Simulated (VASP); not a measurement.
Runs of VASP 6.6.1 on WS2. It takes space group P6_3/mmc (No. 194, hexagonal). The conventional cell has a = 3.170 Å, b = 3.170 Å, c = 12.491 Å, α = 90.00°, β = 90.00°, γ = 120.00°. Within 3.2 Å of W (site symmetry -6m2) lie 6 S at 2.41 Å and 6 W at 3.17 Å. Within 3.2 Å of S (site symmetry 3m) lie 3 W at 2.41 Å and 7 S at 3.13 to 3.17 Å. 

| level | potentials or basis | k mesh | smearing | gap on the mesh (eV) | pressure (GPa) | largest force (eV/Å) |
| --- | --- | --- | --- | --- | --- | --- |
| LDA | VASP PAW LDA potentials, release 64 (W_sv, S) | 12 × 12 × 2 | gaussian 0.01 eV | 0.98 | -4.4 | 0.25 |
| PBE | VASP PAW PBE potentials, release 64 (W_sv, S) | 12 × 12 × 2 | fermi-dirac 0.02 eV | 1.06 | 3.2 | 0.20 |
| PBE | VASP PAW PBE potentials, release 64 (W_sv, S) | 6 × 6 × 2 | gaussian 0.01 eV | 1.06 | 3.3 | 0.20 |
| r2SCAN+rVV10 | VASP PAW PBE potentials, release 64 (W_sv, S) | 12 × 12 × 2 | fermi-dirac 0.02 eV | (b) | (a) | 0.04 |

Alike in all rows: task single point; no spin polarisation; cell as given; cutoff (eV) 520.

Question: Fill in the values left out.

Answer: (a) 0.4; (b) 1.15.

Caveats: spin-orbit coupling is left out, which moves the levels of the heavy elements; the cell stands under pressure (at least some runs); this functional lacks dispersion, which binds layers or chains, so the pressure and a relaxed spacing across them are unreliable (at least some runs); the cell stands under tension (at least some runs); the PAW data sets were made with another functional, which shifts forces and pressure a little (at least some runs).

A k mesh can miss the band edges, and the runs leave out spin-orbit coupling on W.
